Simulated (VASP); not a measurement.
A run of VASP 6.6.1 is set up as follows.

File INCAR:

```
ALGO     = Normal         # electronic algorithm
EDIFF    = 1E-6           # SCF threshold, eV
EDIFFG   = -0.03          # ionic threshold
ENCUT    = 520            # plane-wave cutoff, eV
GGA      = PE             # functional
IBRION   = 2              # ionic algorithm
ISIF     = 2              # what is computed and relaxed
ISMEAR   = 0              # smearing method
LASPH    = T              # aspherical terms in the spheres
LCHARG   = F              # write CHGCAR
LREAL    = Auto         
LWAVE    = F              # write WAVECAR
NELECT   = 64.0         
NELM     = 80             # most SCF steps
NSW      = 80             # ionic steps
PREC     = Accurate       # precision mode
SIGMA    = 0.02           # smearing width, eV
```

KPOINTS

```
k-points
0
Gamma
  2 2 2
```

The input POSCAR:

```
Mg8HO8
1.0
    0.0000000000      4.1948000000      4.1948000000
    4.1948000000      0.0000000000      4.1948000000
    4.1948000000      4.1948000000      0.0000000000
Mg O H
8 8 1
Direct
    0.0000000000      0.0000000000      0.0000000000
    0.0000000000      0.0000000000      0.5000000000
    0.0000000000      0.5000000000      0.0000000000
    0.0000000000      0.5000000000      0.5000000000
    0.5000000000      0.0000000000      0.0000000000
    0.5000000000      0.0000000000      0.5000000000
    0.5000000000      0.5000000000      0.0000000000
    0.5000000000      0.5000000000      0.5000000000
    0.2500000000      0.2500000000      0.2500000000
    0.2500000000      0.2500000000      0.7500000000
    0.2500000000      0.7500000000      0.2500000000
    0.2500000000      0.7500000000      0.7500000000
    0.7500000000      0.2500000000      0.2500000000
    0.7500000000      0.2500000000      0.7500000000
    0.7500000000      0.7500000000      0.2500000000
    0.7500000000      0.7500000000      0.7500000000
    0.6305557000      0.6296387000      0.6230878000
```

Potentials or basis: VASP PAW PBE potentials, release 64 (Mg, O, H).

Run with:

```sh
$ cat potpaw_PBE.64/Mg/POTCAR potpaw_PBE.64/O/POTCAR potpaw_PBE.64/H/POTCAR > POTCAR
$ mpirun -np 1 vasp_std > vasp.out
```

What does it give for the energy gained by relaxing?

118.1 meV/atom.

Forces on the atoms (eV/Å):
```
Mg   0.003  0.002 -0.013
Mg  -0.001  0.000  0.003
Mg   0.003 -0.015 -0.005
Mg   0.014 -0.003 -0.003
Mg  -0.015  0.003 -0.006
Mg  -0.002  0.016 -0.003
Mg  -0.009 -0.009  0.006
Mg   0.006  0.006  0.010
O    0.007  0.006 -0.002
O    0.004  0.003  0.016
O    0.001  0.006 -0.007
O    0.005  0.000  0.003
O    0.005  0.002 -0.007
O   -0.002  0.004  0.002
O   -0.014 -0.013  0.006
O    0.011  0.009  0.012
H   -0.016 -0.016 -0.013
```

Caveat: the k points lie up to 0.65 Å⁻¹ apart; the cell carries a net charge on a neutralising background, which shifts energy and pressure.
